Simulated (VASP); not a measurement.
# Si4Ge (Pmmm) in VASP: single point with PBE

Aim: the single point of Si4Ge with PBE.

All numbers are computed with VASP 6.6.1; they aren't measurements. Logs are shortened: lines on timing, memory, paths and dates and some standing lists are left out, and cuts for length are marked.

### Step 1. The cell of the first run

Symmetry: Pmmm, No. 47, orthorhombic system. The conventional cell has a = 3.409 Å, b = 3.451 Å, c = 7.405 Å, α = 90.00°, β = 90.00°, γ = 90.00°. Within 3.8 Å of Si (site symmetry mmm) lie 12 Si at 2.72 to 3.45 Å and 2 Ge at 3.70 Å. Within 3.5 Å of Si (site symmetry mm2) lie 10 Si at 2.46 to 3.45 Å and 4 Ge at 3.46 Å. Si (site symmetry mmm) has 4 Ge at 2.43 Å and 2 Si at 2.47 Å within 3.2 Å. Ge (site symmetry mmm) has 4 Si at 2.43 Å within 3.2 Å.

The cell was generated, and may not be a known phase.

### Step 2. Single point, PBE

File INCAR:

```
SYSTEM = Si4Ge
PREC = Accurate
ENCUT = 500
EDIFF = 1E-6
ISMEAR = 0
SIGMA = 0.2
LREAL = .False.
LASPH = .True.
NELM = 120
ALGO = Normal
ISIF = 2
LWAVE = .False.
LCHARG = .False.
GGA = PE
NBANDS = 23
GGA_COMPAT = .False.
```

File KPOINTS:

```
Automatic mesh
0
Gamma
  4 4 3
  0 0 0
```

File POSCAR:

```
Si4Ge
1.0
    3.4506545738      0.0000000000      0.0000000000
    0.0000000000      3.4092854868      0.0000000000
    0.0000000000      0.0000000000      7.4047261397
Si Ge
4 1
Direct
    0.0000000000      0.5000000000      0.0000000000
    0.5000000000      0.0000000000      0.8335996947
    0.5000000000      0.0000000000      0.1664003053
    0.5000000000      0.0000000000      0.5000000000
    0.0000000000      0.5000000000      0.5000000000
```

Potentials or basis: VASP PAW PBE potentials, release 64 (Si, Ge_d).

Started as:

```sh
cat potpaw_PBE.64/Si/POTCAR potpaw_PBE.64/Ge_d/POTCAR > POTCAR
mpirun -np 1 vasp_std > vasp.out
```

OUTCAR:

```text
SYSTEM = Si4Ge
   PREC = Accurate
   ENCUT = 500
   EDIFF = 1E-6
   ISMEAR = 0
   LREAL = .False.
   LASPH = .True.
   NELM = 120
   ISIF = 2
   GGA = PE

 ion  position               nearest neighbor table
   1  0.000  0.500  0.000-   2 2.72   3 2.72   2 2.72   3 2.72   2 2.72   3 2.72   2 2.72   3 2.72

   2  0.500  0.000  0.834-   3 2.46   4 2.47   1 2.72   1 2.72   1 2.72   1 2.72
   3  0.500  0.000  0.166-   2 2.46   4 2.47   1 2.72   1 2.72   1 2.72   1 2.72
   4  0.500  0.000  0.500-   5 2.43   5 2.43   5 2.43   5 2.43   2 2.47   3 2.47
   5  0.000  0.500  0.500-   4 2.43   4 2.43   4 2.43   4 2.43

  LATTYP: Found a simple orthorhombic cell.
 ALAT       =     3.4092854868
 B/A-ratio  =     1.0121342396
 C/A-ratio  =     2.1719290357

  Lattice vectors:

 A1 = (   0.0000000000,  -3.4092854868,   0.0000000000)
 A2 = (   3.4506545738,   0.0000000000,   0.0000000000)
 A3 = (   0.0000000000,   0.0000000000,   7.4047261397)

Analysis of symmetry for initial positions (statically):
=====================================================================
 Subroutine PRICEL returns:
 Original cell was already a primitive cell.

 Routine SETGRP: Setting up the symmetry group for a
 simple orthorhombic supercell.

 Subroutine GETGRP returns: Found  8 space group operations
 (whereof  8 operations were pure point group operations)
 out of a pool of  8 trial point group operations.

The static configuration has the point symmetry D_2h.

Analysis of symmetry for dynamics (positions and initial velocities):
=====================================================================
 Subroutine PRICEL returns:
 Original cell was already a primitive cell.

 Routine SETGRP: Setting up the symmetry group for a
 simple orthorhombic supercell.

 Subroutine GETGRP returns: Found  8 space group operations
 (whereof  8 operations were pure point group operations)
 out of a pool of  8 trial point group operations.

The dynamic configuration has the point symmetry D_2h.

 Subroutine INISYM returns: Found  8 space group operations
 (whereof  8 operations are pure point group operations),
 and found     1 'primitive' translations

----------------------------------------------------------------------------------------

                                     Primitive cell

  volume of cell :      87.1112

  direct lattice vectors                    reciprocal lattice vectors
     3.450654574  0.000000000  0.000000000     0.289800088  0.000000000  0.000000000
     0.000000000  3.409285487  0.000000000     0.000000000  0.293316592  0.000000000
     0.000000000  0.000000000  7.404726140     0.000000000  0.000000000  0.135048884

  length of vectors
     3.450654574  3.409285487  7.404726140     0.289800088  0.293316592  0.135048884

  position of ions in fractional coordinates (direct lattice)
     0.000000000  0.500000000  0.000000000
     0.500000000  0.000000000  0.833599695
     0.500000000  0.000000000  0.166400305
     0.500000000  0.000000000  0.500000000
     0.000000000  0.500000000  0.500000000

  ion indices of the primitive-cell ions
   primitive index   ion index
                 1           1
                 2           2
                 3           3
                 4           4
                 5           5

----------------------------------------------------------------------------------------

 KPOINTS: Automatic mesh

Automatic generation of k-mesh.
 Grid dimensions read from file:
 generate k-points for:    4    4    3

 Generating k-lattice:

  Cartesian coordinates                     Fractional coordinates (reciprocal lattice)
     0.072450022  0.000000000  0.000000000     0.250000000  0.000000000  0.000000000
     0.000000000  0.073329148  0.000000000     0.000000000  0.250000000  0.000000000
     0.000000000  0.000000000  0.045016295     0.000000000  0.000000000  0.333333333

  Length of vectors
     0.072450022  0.073329148  0.045016295

  Shift w.r.t. Gamma in fractional coordinates (k-lattice)
     0.000000000  0.000000000  0.000000000

 Subroutine IBZKPT returns following result:
 ===========================================

 Found     18 irreducible k-points:

 Following reciprocal coordinates:
            Coordinates               Weight
  0.000000  0.000000  0.000000      1.000000
  0.250000  0.000000  0.000000      2.000000
  0.500000  0.000000  0.000000      1.000000
  0.000000  0.250000  0.000000      2.000000
  0.250000  0.250000  0.000000      4.000000
  0.500000  0.250000  0.000000      2.000000
[... 10 lines left out ...]
  0.250000  0.500000  0.333333      4.000000
  0.500000  0.500000  0.333333      2.000000
   k-points           NKPTS =     18   k-points in BZ     NKDIM =     18   number of bands    NBANDS=     23
   number of dos      NEDOS =    301   number of ions     NIONS =      5
   total plane-waves  NPLWV =  42336
   dimension x,y,z NGX =    28 NGY =   28 NGZ =   54
   dimension x,y,z NGXF=    56 NGYF=   56 NGZF=  108
   ions per type =               4   1
   NGX,Y,Z   is equivalent  to a cutoff of  13.49, 13.65, 12.12 a.u.
   NGXF,Y,Z  is equivalent  to a cutoff of  26.98, 27.31, 24.25 a.u.
 SYSTEM =  Si4Ge
   PREC   = accura    normal or accurate (medium, high low for compatibility)
   ISTART =      0    job   : 0-new  1-cont  2-samecut
   ICHARG =      2    charge: 1-file 2-atom 10-const
   ISPIN  =      1    spin polarized calculation?
   LNONCOLLINEAR =      F non collinear calculations
   LSORBIT =      F    spin-orbit coupling
   LASPH  =      T    aspherical Exc in radial PAW
   ENCUT  =  500.0 eV  36.75 Ry    6.06 a.u.   6.29  6.22 13.50*2*pi/ulx,y,z
   NELM   =    120;   NELMIN=  2; NELMDL= -5     # of ELM steps
   EDIFF  = 0.1E-05   stopping-criterion for ELM
   LREAL  =      F    real-space projection
   EDIFFG = 0.1E-04   stopping-criterion for IOM
   NSW    =      0    number of steps for IOM
   IBRION =     -1    ionic relax: 0-MD 1-quasi-New 2-CG
   NFREE  =      0    steps in history (QN), initial steepest desc. (CG)
   ISIF   =      2    stress and relaxation
   ISYM   =      2    0-nonsym 1-usesym 2-fastsym
   POTIM  = 0.5000    time-step for ionic-motion
   TEBEG  =    0.0;   TEEND  =   0.0 temperature during run
   PSTRESS=    0.0 pullay stress
   NELECT =      30.0000    total number of electrons
   NUPDOWN=      -1.0000    fix difference up-down
   EMIN   =  10.00;   EMAX   =-10.00  energy-range for DOS
   EFERMI =   0.00;   METHOD = LEGACY
   ISMEAR =     0;   SIGMA  =   0.20  broadening in eV -4-tet -1-fermi 0-gaus
   EFERMI_NEDOS =   21; number of points for ismear=-14 and -15
   IALGO  =     38    algorithm
   IMIX   =      4    mixing-type and parameters
     AMIX     =   0.40;   BMIX     =  1.00
     AMIX_MAG =   1.60;   BMIX_MAG =  1.00
  volume/ion in A,a.u.               =      17.42       117.57
  Fermi-wavevector in a.u.,A,eV,Ry     =   1.147512  2.168484 17.915936  1.316784
  Thomas-Fermi vector in A             =   2.284192
   LORBIT       =      0    0 simple, 1 ext, 2 COOP (PROOUT), +10 PAW based schemes
   GGA     = PE    functional components
   LHFCALC =     F    Hartree Fock is set to
   AEXX    =    0.0000 exact exchange contribution
   IVDW    =     0    specifies the selected vdW correction
   LEPSILON=     F    determine dielectric tensor
   LRPA    =     F    only Hartree local field effects (RPA)
 non-spin polarized calculation
 Gauss-broadening in eV      SIGMA  =   0.20
  energy-cutoff  :      500.00
  volume of cell :       87.11
 maximum number of plane-waves:      2228
 NGX is ok and might be reduce to    28
   NGX = 13   NGY = 13   NGZ = 27

 number of electron      30.0000007 magnetization

 Free energy of the ion-electron system (eV)
  ---------------------------------------------------
  ext. energy  EPLUGINS =         0.00000000
  ---------------------------------------------------
  free energy    TOTEN  =       -23.38023806 eV

  energy without entropy =      -23.35319733  energy(sigma->0) =      -23.36671769

 E-fermi :   7.4896     XC(G=0): -10.5559

 val. band max:        7.4174914889   @ k =   0.2500   0.5000   0.0000
 cond. band min:       7.5841502020   @ k =   0.2500   0.0000   0.0000
 fundamental gap:      0.1666587131
 Fermi energy:         7.4896486701

 k-point     1 :       0.0000    0.0000    0.0000
  band No.  band energies     occupation
      1     -17.1667      2.00000
      2     -17.1149      2.00000
      3     -17.1143      2.00000
      4     -17.1129      2.00000
      5     -17.1000      2.00000
      6      -5.8064      2.00000
[... 15 lines left out ...]
     22      14.0666      0.00000
     23      14.6696      0.00000

 k-point     2 :       0.2500    0.0000    0.0000
  band No.  band energies     occupation
      1     -17.1608      2.00000
      2     -17.1209      2.00000
      3     -17.1177      2.00000
      4     -17.1137      2.00000
      5     -17.0878      2.00000
      6      -5.0570      2.00000
[... 15 lines left out ...]
     22      12.9969      0.00000
     23      13.3947      0.00000

 k-point     3 :       0.5000    0.0000    0.0000
  band No.  band energies     occupation
      1     -17.1562      2.00000
      2     -17.1269      2.00000
      3     -17.1225      2.00000
      4     -17.1132      2.00000
      5     -17.0742      2.00000
      6      -3.1201      2.00000
[... 15 lines left out ...]
     22      11.7835      0.00000
     23      12.2368      0.00000

 k-point     4 :       0.0000    0.2500    0.0000
  band No.  band energies     occupation
      1     -17.1598      2.00000
      2     -17.1218      2.00000
      3     -17.1195      2.00000
      4     -17.1123      2.00000
      5     -17.0871      2.00000
      6      -5.0383      2.00000
[... 15 lines left out ...]
     22      12.8648      0.00000
     23      13.3091      0.00000

 k-point     5 :       0.2500    0.2500    0.0000
  band No.  band energies     occupation
      1     -17.1532      2.00000
      2     -17.1300      2.00000
      3     -17.1189      2.00000
      4     -17.1169      2.00000
      5     -17.0762      2.00000
      6      -4.2926      2.00000
[... 15 lines left out ...]
     22      13.1268      0.00000
     23      13.6117      0.00000

 k-point     6 :       0.5000    0.2500    0.0000
  band No.  band energies     occupation
      1     -17.1480      2.00000
      2     -17.1384      2.00000
      3     -17.1216      2.00000
      4     -17.1182      2.00000
      5     -17.0638      2.00000
      6      -2.4056      2.00000
[... 15 lines left out ...]
     22      14.1883      0.00000
     23      15.1251      0.00000

 k-point     7 :       0.0000    0.5000    0.0000
  band No.  band energies     occupation
      1     -17.1545      2.00000
      2     -17.1286      2.00000
      3     -17.1248      2.00000
      4     -17.1117      2.00000
      5     -17.0727      2.00000
      6      -3.0454      2.00000
[... 197 lines left out ...]
     22      13.0011      0.00000
     23      13.4978      0.00000

 k-point    15 :       0.5000    0.2500    0.3333
  band No.  band energies     occupation
      1     -17.1480      2.00000
      2     -17.1384      2.00000
      3     -17.1216      2.00000
      4     -17.1182      2.00000
      5     -17.0638      2.00000
      6      -2.1360      2.00000
[... 15 lines left out ...]
     22      12.5179      0.00000
     23      14.7302      0.00000

 k-point    16 :       0.0000    0.5000    0.3333
  band No.  band energies     occupation
      1     -17.1545      2.00000
      2     -17.1286      2.00000
      3     -17.1248      2.00000
      4     -17.1117      2.00000
      5     -17.0727      2.00000
      6      -2.7807      2.00000
[... 15 lines left out ...]
     22      12.2240      0.00000
     23      12.3476      0.00000

 k-point    17 :       0.2500    0.5000    0.3333
  band No.  band energies     occupation
      1     -17.1473      2.00000
      2     -17.1393      2.00000
      3     -17.1240      2.00000
      4     -17.1162      2.00000
      5     -17.0629      2.00000
      6      -2.0822      2.00000
[... 15 lines left out ...]
     22      12.4470      0.00000
     23      14.6815      0.00000

 k-point    18 :       0.5000    0.5000    0.3333
  band No.  band energies     occupation
      1     -17.1499      2.00000
      2     -17.1416      2.00000
      3     -17.1232      2.00000
      4     -17.1207      2.00000
      5     -17.0516      2.00000
      6      -0.7601      2.00000
[... 15 lines left out ...]
     22      12.2471      0.00000
     23      15.8671      0.00000

------------------------ aborting loop because EDIFF is reached ----------------------------------------

  FORCE on cell =-STRESS in cart. coord.  units (eV):
  Direction    XX          YY          ZZ          XY          YZ          ZX
  --------------------------------------------------------------------------------------
  -------------------------------------------------------------------------------------
  Total       -0.1365048      0.0724171      0.3431322      0.0000000      0.0000000      0.0000000
  in kB       -2.5106416      1.3319195      6.3110006      0.0000000      0.0000000      0.0000000
  external PRESSURE =       1.7107595 kB  Pullay stress =       0.0000000 kB

 VOLUME and BASIS-vectors are now :
 -----------------------------------------------------------------------------
  energy-cutoff  :      500.00
  volume of cell :       87.11
      direct lattice vectors                 reciprocal lattice vectors
     3.450654574  0.000000000  0.000000000     0.289800088  0.000000000  0.000000000
     0.000000000  3.409285487  0.000000000     0.000000000  0.293316592  0.000000000
     0.000000000  0.000000000  7.404726140     0.000000000  0.000000000  0.135048884

 POSITION                                       TOTAL-FORCE (eV/Angst)
 -----------------------------------------------------------------------------------
      0.00000      1.70464      0.00000         0.000000      0.000000      0.000000
      1.72533      0.00000      6.17258         0.000000      0.000000      0.067506
      1.72533      0.00000      1.23215         0.000000     -0.000000     -0.067506
      1.72533      0.00000      3.70236         0.000000      0.000000      0.000000
      0.00000      1.70464      3.70236         0.000000      0.000000      0.000000
 -----------------------------------------------------------------------------------
    total drift:                               -0.000000      0.000000      0.000000

  FREE ENERGIE OF THE ION-ELECTRON SYSTEM (eV)
  ---------------------------------------------------
  free  energy   TOTEN  =       -23.3802380561 eV

  energy  without entropy=      -23.3531973261  energy(sigma->0) =      -23.36671769
```

Wall time 38 s (1 thread of Intel Xeon 8259CL, shared host); peak memory 0.17 GiB.

What came out:

* Free energy: -23.3802 eV
* Pressure: 0.2 GPa
* Largest force: 0.068 eV/Å
* Band gap on the k mesh: zero (bands 15 and 16 overlap by 3.50 eV)

Forces on the atoms (eV/Å):
```
Si   0.000  0.000  0.000
Si   0.000  0.000  0.068
Si   0.000  0.000 -0.068
Si   0.000  0.000  0.000
Ge   0.000  0.000  0.000
```

Caveat: the k points lie up to 0.46 Å⁻¹ apart, too coarse for converged energies and pressures of a metal.

The gap in the log of VASP goes by the Fermi energy; the results here count the filled bands.